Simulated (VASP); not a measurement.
Wanted: the native input for a VASP 6.6.1 run.

* Task: single point
* Functional: PBEsol
* Potentials or basis: VASP PAW PBE potentials, release 64 (Sr_sv, O)
* Cutoff: 520 eV
* k mesh: 6 × 6 × 4
* Occupations: methfessel-paxton, width 0.001 eV
* Spin: no spin polarisation
* Dipole correction: no
* Further INCAR settings: ALGO = Normal; EDIFF = 1e-06; NBANDS = 24

The structure of SrO lies in POSCAR:

```
SrO
1.0
    4.2700309501      0.0000000000      0.0000000000
   -2.1350154750      3.6979552777      0.0000000000
    0.0000000000      0.0000000000      5.1444468281
Sr O
2 2
Direct
    0.3333333333      0.6666666667     -0.0625000000
    0.6666666667      0.3333333333      0.4375000000
    0.3333333333      0.6666666667      0.4375000000
    0.6666666667      0.3333333333      0.9375000000
```

The input as run:

INCAR

```
SYSTEM = SrO
PREC = Accurate
ENCUT = 520
EDIFF = 1E-6
ISMEAR = 1
SIGMA = 0.001
LREAL = .FALSE.
LASPH = .TRUE.
NELM = 100
ALGO = Normal
ISIF = 2
LWAVE = .FALSE.
LCHARG = .FALSE.
GGA = PS
NBANDS = 24
```

KPOINTS

```
Automatic mesh
0
G
  6 6 4
  0 0 0
```

Potentials or basis: VASP PAW PBE potentials, release 64 (Sr_sv, O).

Run with:

```sh
$ cat potpaw_PBE.64/Sr_sv/POTCAR potpaw_PBE.64/O/POTCAR > POTCAR
$ mpirun -np 1 vasp_std > vasp.out
```

It gave:

```json
{"Pressure": "-1.2 GPa", "Band gap on the k mesh": "2.51 eV, direct"}
```

Caveat: the PAW data sets were made with another functional, which shifts forces and pressure a little.

It took 26 s on 1 thread of AMD EPYC 9R14 (Zen 4) (shared host), peak memory 0.18 GiB.
